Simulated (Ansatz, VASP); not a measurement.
## One calculation of AlN, two programs

File INCAR:

```
ALGO     = Normal         # electronic algorithm
EDIFF    = 1E-6           # SCF threshold, eV
ENCUT    = 520            # plane-wave cutoff, eV
GGA      = PE             # functional
ISIF     = 2              # what is computed and relaxed
ISMEAR   = 0              # smearing method
LASPH    = True           # aspherical terms in the spheres
LCHARG   = False          # write CHGCAR
LREAL    = False          # projectors in reciprocal space
LWAVE    = False          # write WAVECAR
NBANDS   = 11             # bands
NELM     = 80             # most SCF steps
PREC     = Accurate       # precision mode
SIGMA    = 0.05           # smearing width, eV
```

File KPOINTS:

```
k-points
0
Gamma
  10 10 10
```

Contents of POSCAR:

```
AlN
1.0
    1.1556245580      2.8890613950      2.8890613950
    2.8890613950      1.1556245580      2.8890613950
    2.8890613950      2.8890613950      1.1556245580
Al N
1 1
Direct
    0.0000000000      0.0000000000      0.0000000000
    0.7500000000      0.7500000000      0.7500000000
```

Input for Ansatz:

```yaml
crystal:
  lattice:
    - [1.155624558, 2.889061395, 2.889061395]
    - [2.889061395, 1.155624558, 2.889061395]
    - [2.889061395, 2.889061395, 1.155624558]
  atoms:
    - { symbol: Al, position: [0.0, 0.0, 0.0] }
    - { symbol: "N", position: [0.75, 0.75, 0.75] }
basis:
  ecutwfc: 420
kpoints:
  mp_grid: { grid: [10, 10, 10] }
hamiltonian:
  xc: pbe
scf:
  occupations: { method: gaussian, width: 0.05 }
output:
  forces: true
  stress: true
  eigenvalues: true
```

Alike in both runs: task single point; functional PBE; k mesh 10 × 10 × 10; occupations gaussian, width 0.05 eV; no spin polarisation.

|  | VASP | Ansatz |
| --- | --- | --- |
| version | VASP 6.6.1 | Ansatz 0.2.0 |
| potentials or method | VASP PAW PBE potentials, release 64 (Al, N), cutoff 520 eV | scalar-relativistic, plane waves, PAW |
| valence electrons in the cell | 8 | 8 |

```tsv
	VASP	Ansatz	Ansatz less VASP
gap on the k mesh at the Fermi level (eV)	none	none	-
rms of the force components (eV/Å)	1.222	1.180	-0.0416
```

Atom by atom the forces differ by 0.042 eV/Å (rms over components). A gap of «none» marks a metal or a gap that the smearing closes.
